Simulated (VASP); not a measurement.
# CdS in VASP: notebook

The runs below take CdS through single point, with PBE.

All numbers are computed with VASP 6.6.1; they aren't measurements. Logs are shortened: lines on timing, memory, paths and dates and some standing lists are left out, and cuts for length are marked.

**1. The cell of the first run**

Symmetry: I-43m, No. 217, cubic system. The conventional cell has a = 8.080 Å, b = 8.080 Å, c = 8.080 Å, α = 90.00°, β = 90.00°, γ = 90.00°. Cd (site symmetry 3m) has 4 S at 2.47 to 2.62 Å within 3.3 Å. Within 3.3 Å of S (site symmetry 3m) lie 4 Cd at 2.47 to 2.62 Å.

The cell was generated, and may not be a known phase.

**2. Single point, PBE**

Input file INCAR:

```
  PREC = Accurate
  ENCUT = 520
  EDIFF = 1E-7
  ISMEAR = 0
  SIGMA = 0.1
  LREAL = False
  LASPH = True
  NELM = 60
  ALGO = Normal
  ISIF = 2
  LWAVE = False
  LCHARG = False
  GGA = PE
  NBANDS = 46
```

Input file KPOINTS:

```
regular mesh
0
Gamma
  4 4 4
```

Input file POSCAR:

```
CdS
1.0
   -4.0401256935      4.0401256935      4.0401256935
    4.0401256935     -4.0401256935      4.0401256935
    4.0401256935      4.0401256935     -4.0401256935
Cd S
4 4
Direct
    0.3215737152      0.3215737152      0.3215737152
    0.0000000000      0.0000000000      0.6784262848
    0.0000000000      0.6784262848      0.0000000000
    0.6784262848      0.0000000000      0.0000000000
    0.6740561501      0.6740561501      0.6740561501
    0.0000000000      0.0000000000      0.3259438499
    0.0000000000      0.3259438499      0.0000000000
    0.3259438499      0.0000000000      0.0000000000
```

Potentials or basis: VASP PAW PBE potentials, release 64 (Cd, S).

Launch:

```
cat potpaw_PBE.64/Cd/POTCAR potpaw_PBE.64/S/POTCAR > POTCAR
mpirun -np 1 vasp_std > vasp.out
```

OUTCAR:

```text
PREC = Accurate
   ENCUT = 520
   EDIFF = 1E-7
   ISMEAR = 0
   LREAL = False
   LASPH = True
   NELM = 60
   ISIF = 2
   GGA = PE

 ion  position               nearest neighbor table
   1  0.322  0.322  0.322-   5 2.47   6 2.62   7 2.62   8 2.62   3 3.67   4 3.67   2 3.67
   2  0.000  0.000  0.678-   6 2.47   5 2.62   7 2.62   8 2.62   3 3.67   4 3.67   1 3.67
   3  0.000  0.678  0.000-   7 2.47   6 2.62   5 2.62   8 2.62   1 3.67   2 3.67   4 3.67
   4  0.678  0.000  0.000-   8 2.47   6 2.62   7 2.62   5 2.62   1 3.67   2 3.67   3 3.67
   5  0.674  0.674  0.674-   1 2.47   2 2.62   3 2.62   4 2.62
   6  0.000  0.000  0.326-   2 2.47   3 2.62   4 2.62   1 2.62
   7  0.000  0.326  0.000-   3 2.47   2 2.62   4 2.62   1 2.62
   8  0.326  0.000  0.000-   4 2.47   3 2.62   2 2.62   1 2.62

  LATTYP: Found a body centered cubic cell.
 ALAT       =     8.0802513870

  Lattice vectors:

 A1 = (  -4.0401256935,   4.0401256935,   4.0401256935)
 A2 = (   4.0401256935,  -4.0401256935,   4.0401256935)
 A3 = (   4.0401256935,   4.0401256935,  -4.0401256935)

Analysis of symmetry for initial positions (statically):
=====================================================================
 Subroutine PRICEL returns:
 Original cell was already a primitive cell.

 Routine SETGRP: Setting up the symmetry group for a
 body centered cubic supercell.

 Subroutine GETGRP returns: Found 24 space group operations
 (whereof 24 operations were pure point group operations)
 out of a pool of 48 trial point group operations.

The static configuration has the point symmetry T_d .

Analysis of symmetry for dynamics (positions and initial velocities):
=====================================================================
 Subroutine PRICEL returns:
 Original cell was already a primitive cell.

 Routine SETGRP: Setting up the symmetry group for a
 body centered cubic supercell.

 Subroutine GETGRP returns: Found 24 space group operations
 (whereof 24 operations were pure point group operations)
 out of a pool of 48 trial point group operations.

The dynamic configuration has the point symmetry T_d .

 Subroutine INISYM returns: Found 24 space group operations
 (whereof 24 operations are pure point group operations),
 and found     1 'primitive' translations

[... 93 lines left out ...]
   IBRION =     -1    ionic relax: 0-MD 1-quasi-New 2-CG
   NFREE  =      0    steps in history (QN), initial steepest desc. (CG)
   ISIF   =      2    stress and relaxation
   ISYM   =      2    0-nonsym 1-usesym 2-fastsym
   POTIM  = 0.5000    time-step for ionic-motion
   TEBEG  =    0.0;   TEEND  =   0.0 temperature during run
   PSTRESS=    0.0 pullay stress
   NELECT =      72.0000    total number of electrons
   NUPDOWN=      -1.0000    fix difference up-down
   EMIN   =  10.00;   EMAX   =-10.00  energy-range for DOS
   EFERMI =   0.00;   METHOD = LEGACY
   ISMEAR =     0;   SIGMA  =   0.10  broadening in eV -4-tet -1-fermi 0-gaus
   EFERMI_NEDOS =   21; number of points for ismear=-14 and -15
   IALGO  =     38    algorithm
   IMIX   =      4    mixing-type and parameters
     AMIX     =   0.40;   BMIX     =  1.00
     AMIX_MAG =   1.60;   BMIX_MAG =  1.00
  volume/ion in A,a.u.               =      32.97       222.51
  Fermi-wavevector in a.u.,A,eV,Ry     =   1.061950  2.006795 15.343808  1.127738
  Thomas-Fermi vector in A             =   2.197384
   LORBIT       =      0    0 simple, 1 ext, 2 COOP (PROOUT), +10 PAW based schemes
   GGA     = PE    functional components
   LHFCALC =     F    Hartree Fock is set to
   AEXX    =    0.0000 exact exchange contribution
   IVDW    =     0    specifies the selected vdW correction
   LEPSILON=     F    determine dielectric tensor
   LRPA    =     F    only Hartree local field effects (RPA)
 non-spin polarized calculation
 Gauss-broadening in eV      SIGMA  =   0.10
  energy-cutoff  :      520.00
  volume of cell :      263.78
 maximum number of plane-waves:      7164
 NGX is ok and might be reduce to    54
   NGX = 25   NGY = 25   NGZ = 25

 number of electron      72.0000010 magnetization

 Free energy of the ion-electron system (eV)
  ---------------------------------------------------
  ext. energy  EPLUGINS =         0.00000000
  ---------------------------------------------------
  free energy    TOTEN  =       -23.67702661 eV

  energy without entropy =      -23.67702661  energy(sigma->0) =      -23.67702661

 E-fermi :  -0.1921     XC(G=0):  -7.5361

 val. band max:       -0.6543058628   @ k =   0.5000   0.5000   0.5000
 cond. band min:       0.8471981203   @ k =   0.0000   0.0000   0.0000
 fundamental gap:      1.5015039831
 Fermi energy:        -0.1920770700

 k-point     1 :       0.0000    0.0000    0.0000
  band No.  band energies     occupation
      1     -12.5392      2.00000
      2     -11.9366      2.00000
      3     -11.9366      2.00000
      4     -11.9366      2.00000
      5      -8.1097      2.00000
      6      -8.1097      2.00000
[... 381 lines left out ...]
     45       5.6548      0.00000
     46       6.3148      0.00000

------------------------ aborting loop because EDIFF is reached ----------------------------------------

  FORCE on cell =-STRESS in cart. coord.  units (eV):
  Direction    XX          YY          ZZ          XY          YZ          ZX
  --------------------------------------------------------------------------------------
  -------------------------------------------------------------------------------------
  Total        0.5401422      0.5401422      0.5401422      0.0000000      0.0000000     -0.0000000
  in kB        3.2807571      3.2807571      3.2807571      0.0000000      0.0000000     -0.0000000
  external PRESSURE =       3.2807571 kB  Pullay stress =       0.0000000 kB

 VOLUME and BASIS-vectors are now :
 -----------------------------------------------------------------------------
  energy-cutoff  :      520.00
  volume of cell :      263.78
      direct lattice vectors                 reciprocal lattice vectors
    -4.040125694  4.040125694  4.040125694     0.000000000  0.123758526  0.123758526
     4.040125694 -4.040125694  4.040125694     0.123758526  0.000000000  0.123758526
     4.040125694  4.040125694 -4.040125694     0.123758526  0.123758526  0.000000000

 POSITION                                       TOTAL-FORCE (eV/Angst)
 -----------------------------------------------------------------------------------
      1.29920      1.29920      1.29920         0.010782      0.010782      0.010782
      2.74093      2.74093     -2.74093        -0.010782     -0.010782      0.010782
      2.74093     -2.74093      2.74093        -0.010782      0.010782     -0.010782
     -2.74093      2.74093      2.74093         0.010782     -0.010782     -0.010782
      2.72327      2.72327      2.72327        -0.017094     -0.017094     -0.017094
      1.31685      1.31685     -1.31685         0.017094      0.017094     -0.017094
      1.31685     -1.31685      1.31685         0.017094     -0.017094      0.017094
     -1.31685      1.31685      1.31685        -0.017094      0.017094      0.017094
 -----------------------------------------------------------------------------------
    total drift:                                0.000000      0.000000      0.000001

  FREE ENERGIE OF THE ION-ELECTRON SYSTEM (eV)
  ---------------------------------------------------
  free  energy   TOTEN  =       -23.6770266147 eV

  energy  without entropy=      -23.6770266147  energy(sigma->0) =      -23.67702661
```

Run time: 98 s. Hardware: 1 thread of Intel Xeon Platinum 8488C (Sapphire Rapids), shared host; peak memory 0.41 GiB.

What came out:

| Property | Result |
| --- | --- |
| Free energy | -23.6770 eV |
| Pressure | 0.3 GPa |
| Largest force | 0.030 eV/Å |
| Band gap on the k mesh | 1.50 eV (least direct gap 1.52 eV) |

Forces on the atoms (eV/Å):
```
Cd   0.011  0.011  0.011
Cd  -0.011 -0.011  0.011
Cd  -0.011  0.011 -0.011
Cd   0.011 -0.011 -0.011
S   -0.017 -0.017 -0.017
S    0.017  0.017 -0.017
S    0.017 -0.017  0.017
S   -0.017  0.017  0.017
```

A k mesh can miss the band edges.

**3. Single point, PBE**

Input file INCAR:

```
  PREC = Accurate
  ENCUT = 520
  EDIFF = 1E-7
  ISMEAR = 0
  SIGMA = 0.1
  LREAL = False
  LASPH = True
  NELM = 100
  ALGO = Normal
  ISIF = 2
  LWAVE = False
  LCHARG = True
  GGA = PE
  LELF = True
  LVHAR = True
  NBANDS = 46
```

Input file KPOINTS:

```
Automatic mesh
0
Gamma
  2 2 2
```

Input file POSCAR:

```
CdS
1.0
   -4.0404893051      4.0411563236      4.0338493605
    4.0419445051     -4.0452793747      4.0394680089
    4.0447468883      4.0495801816     -4.0379685980
Cd S
4 4
Direct
    0.3214802189      0.3211117339      0.3208455813
    0.0004756830      0.0003828298      0.6791294253
    0.9992546788      0.6785277999     -0.0002424233
    0.6789583892      0.9999897187      1.0001504203
    0.6731869135      0.6730077243      0.6734927592
   -0.0004396057     -0.0003205870      0.3265632431
    1.0003625831      0.3269493546      0.0001881283
    0.3267211394      1.0003514256      0.9998728659
```

Potentials or basis: VASP PAW PBE potentials, release 64 (Cd, S).

Launch:

```
cat potpaw_PBE.64/Cd/POTCAR potpaw_PBE.64/S/POTCAR > POTCAR
mpirun -np 1 vasp_std > vasp.out
```

Run time: 99 s. Hardware: 1 thread of Intel Xeon Platinum 8488C (Sapphire Rapids), shared host; peak memory 0.41 GiB.

It converged, with:

| Property | Result |
| --- | --- |
| Free energy | -23.6396 eV |
| Pressure | 0.2 GPa |
| Largest force | 0.011 eV/Å |
| Band gap on the k mesh | 1.49 eV (least direct gap 1.51 eV) |

Forces on the atoms (eV/Å):
```
Cd   0.005 -0.003 -0.007
Cd   0.000 -0.004 -0.004
Cd   0.002  0.003  0.006
Cd  -0.005  0.004  0.002
S    0.008  0.000  0.007
S   -0.004 -0.004  0.006
S   -0.007  0.008  0.000
S    0.001 -0.004 -0.010
```

Levels at points of the mesh, in eV from the valence-band top:
```
           k point  band 34  band 35  band 36  band 37  band 38  band 39
(0.00, 0.00, 0.00)    -0.02    -0.02    -0.01     1.49     4.48     4.49
(0.50, 0.00, 0.00)    -0.55    -0.31    -0.28     3.25     3.92     4.06
(0.00, 0.50, 0.00)    -0.55    -0.30    -0.28     3.25     3.91     4.06
(0.50, 0.50, 0.00)    -0.55    -0.31    -0.28     3.25     3.92     4.06
(0.00, 0.00, 0.50)    -0.55    -0.31    -0.28     3.25     3.92     4.05
(0.50, 0.00, 0.50)    -0.55    -0.30    -0.28     3.25     3.91     4.06
(0.00, 0.50, 0.50)    -0.55    -0.30    -0.28     3.25     3.92     4.06
(0.50, 0.50, 0.50)     0.00     0.00     0.00     3.56     3.57     3.58
```

Caveat: the k points lie up to 0.55 Å⁻¹ apart. A k mesh can miss the band edges.

**4. Single point, PBE**

Input file INCAR:

```
SYSTEM = CdS
PREC = Accurate ; ENCUT = 520
EDIFF = 1E-6 ; ISMEAR = 0
SIGMA = 0.02 ; LREAL = .False.
LASPH = .True. ; NELM = 100
ALGO = Normal ; ISIF = 2
LWAVE = .False. ; LCHARG = .False.
GGA = PE ; NBANDS = 46
```

Input file KPOINTS:

```
Automatic mesh
0
Gamma
  6 6 6
  0 0 0
```

Input file POSCAR:

```
CdS
1.0
   -4.0423742092      4.0423742092      4.0423742092
    4.0423742092     -4.0423742092      4.0423742092
    4.0423742092      4.0423742092     -4.0423742092
Cd S
4 4
Direct
    0.3214674958      0.3214674958      0.3214674958
    0.0000000000      0.0000000000      0.6785325042
    0.0000000000      0.6785325042      0.0000000000
    0.6785325042      0.0000000000      0.0000000000
    0.6738324858      0.6738324858      0.6738324858
    0.0000000000      0.0000000000      0.3261675142
    0.0000000000      0.3261675142      0.0000000000
    0.3261675142      0.0000000000      0.0000000000
```

Launch:

```
cat potpaw_PBE.64/Cd/POTCAR potpaw_PBE.64/S/POTCAR > POTCAR
mpirun -np 1 vasp_std > vasp.out
```

Run time: 2.5 min. Hardware: 1 thread of Intel Xeon Platinum 8488C (Sapphire Rapids), shared host; peak memory 0.48 GiB.

The run converged. Its results:

* Free energy: -23.6788 eV
* Pressure: 0.2 GPa
* Largest force: 0.010 eV/Å
* Band gap on the k mesh: 1.50 eV (least direct gap 1.51 eV)

Forces on the atoms (eV/Å):
```
Cd   0.005  0.005  0.005
Cd  -0.005 -0.005  0.005
Cd  -0.005  0.005 -0.005
Cd   0.005 -0.005 -0.005
S   -0.006 -0.006 -0.006
S    0.006  0.006 -0.006
S    0.006 -0.006  0.006
S   -0.006  0.006  0.006
```

Levels at points of the mesh, in eV from the valence-band top:
| k point | band 33 | band 34 | band 35 | band 36 | band 37 | band 38 | band 39 | band 40 |
| --- | --- | --- | --- | --- | --- | --- | --- | --- |
| (0.00, 0.00, 0.00) | -0.83 | -0.02 | -0.02 | -0.02 | 1.50 | 4.49 | 4.49 | 4.49 |
| (0.50, 0.00, 0.00) | -0.86 | -0.55 | -0.30 | -0.28 | 3.25 | 3.92 | 4.06 | 4.63 |
| (0.50, 0.50, 0.50) | -1.37 | 0.00 | 0.00 | 0.00 | 3.58 | 3.58 | 3.58 | 4.33 |

(Part 1 of 2 ends here.)
